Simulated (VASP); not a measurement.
Write the native input for VASP 6.6.1 that does the following.

```yaml
Task: single point
Functional: PBE
Potentials_or_basis: VASP PAW PBE potentials, release 64 (Br)
Cutoff: 520 eV
k_mesh: 14 × 14 × 14
Occupations: methfessel-paxton, width 0.02 eV
Spin: no spin polarisation
Dipole_correction: no
Further_INCAR_settings: ALGO = Normal; EDIFF = 1e-07; NBANDS = 10
```

The structure of Br lies in POSCAR:

```
Br
1.0
    3.1179250605      0.0000000000      0.0000000000
    0.0000000000      3.1179250605      0.0000000000
    0.0000000000      0.0000000000      3.1179250605
Br
1
Direct
    0.0000000000      0.0000000000      0.0000000000
```

One way to write it, as run:

INCAR

```
PREC = Accurate
ENCUT = 520
EDIFF = 1E-7
ISMEAR = 1
SIGMA = 0.02
LREAL = F
LASPH = T
NELM = 60
ALGO = Normal
ISIF = 2
LWAVE = F
LCHARG = T
GGA = PE
LELF = T
LVHAR = T
NBANDS = 10
```

KPOINTS

```
regular mesh
0
Gamma
  14 14 14
```

Potentials or basis: VASP PAW PBE potentials, release 64 (Br).

Command:

```console
$ cat potpaw_PBE.64/Br/POTCAR > POTCAR
$ mpirun -np 1 vasp_std > vasp.out
```

It gave:

The pressure is -0.5 GPa.

Caveat: an odd number of electrons without spin polarisation forces a metal; a magnetic or distorted state may lie lower.

Wall time 25 s on 1 thread of Intel Xeon 8259CL, on a shared host, peak memory 0.16 GiB.
